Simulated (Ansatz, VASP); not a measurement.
# Cd3F: VASP beside Ansatz

```
Cd F
1.0
     5.49163    0.00000    0.00000
     0.00000    5.49163    0.00000
     0.00000    0.00000    5.49163
Cd F
6 2
Direct
  0.25000 0.00000 0.50000
  0.75000 0.00000 0.50000
  0.00000 0.50000 0.25000
  0.00000 0.50000 0.75000
  0.50000 0.75000 0.00000
  0.50000 0.25000 0.00000
  0.00000 0.00000 0.00000
  0.50000 0.50000 0.50000
```

Change from the starting cell: species swapped into the Mo3Os type (Pm-3n, No. 223).

Alike in both runs: functional PBE; k mesh 4 × 4 × 4; occupations gaussian, width 0.1 eV; no spin polarisation.

Ansatz relaxed the structure, and its values are those at the end. VASP's run is a single point on that final structure, the one shown.

|  | VASP | Ansatz |
| --- | --- | --- |
| version | VASP 6.6.1 | Ansatz 0.2.0 |
| potentials or method | VASP PAW PBE potentials, release 64 (Cd, F), cutoff 520 eV | scalar-relativistic, plane waves, PAW |
| valence electrons in the cell | 86 | 134 |

Ansatz gave:

| Item | Value |
| --- | --- |
| gap on the k mesh at the Fermi level (eV) | none |
| pressure (GPa) | -0.1 |

Which values does VASP return?

gap on the k mesh at the Fermi level (eV): none; pressure (GPa): 0.1.

A gap of «none» marks a metal or a gap that the smearing closes. With one functional, cell and mesh, what is left measures potentials, basis and numerics. VASP's potentials hold 86 valence electrons a cell and Ansatz's 134, so a difference there can come from the potentials and not from the codes.
